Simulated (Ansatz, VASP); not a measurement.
## InAu in VASP and in Ansatz

```
CELL_PARAMETERS angstrom
4.20682 0.00000 0.00000
0.00000 4.20682 0.00000
0.00000 0.00000 5.64814
ATOMIC_POSITIONS crystal
In 0.00000 0.00000 0.29361
In 0.00000 0.00000 0.70639
Au 0.00000 0.50000 0.00000
Au 0.50000 0.00000 0.00000
```

Alike in both runs: task relaxation of cell and atoms; functional PBE; k mesh 4 × 4 × 4; occupations gaussian, width 0.1 eV; no spin polarisation.

|  | VASP | Ansatz |
| --- | --- | --- |
| version | VASP 6.6.1 | Ansatz 0.2.0 |
| potentials or method | VASP PAW PBE potentials, release 64 (In_d, Au), cutoff 600 eV | scalar-relativistic, plane waves, PAW |
| valence electrons in the cell | 48 | 64 |

Ansatz gave:

- gap on the k mesh at the Fermi level, each at its own relaxed structure (eV): none
- relaxed volume (Å³/atom): 27.71
- relaxed cell length with the largest relative difference (Å): 3.924

**Question.** Estimate VASP's values.

**Answer.** gap on the k mesh at the Fermi level, each at its own relaxed structure (eV): none; relaxed volume (Å³/atom): 27.74; relaxed cell length with the largest relative difference (Å): 3.926.

A gap of «none» marks a metal or a gap that the smearing closes. VASP's potentials hold 48 valence electrons a cell and Ansatz's 64, so a difference there can come from the potentials and not from the codes.

The k mesh is coarse, so the values compare programs but aren't converged. Neither program's run includes spin-orbit coupling.
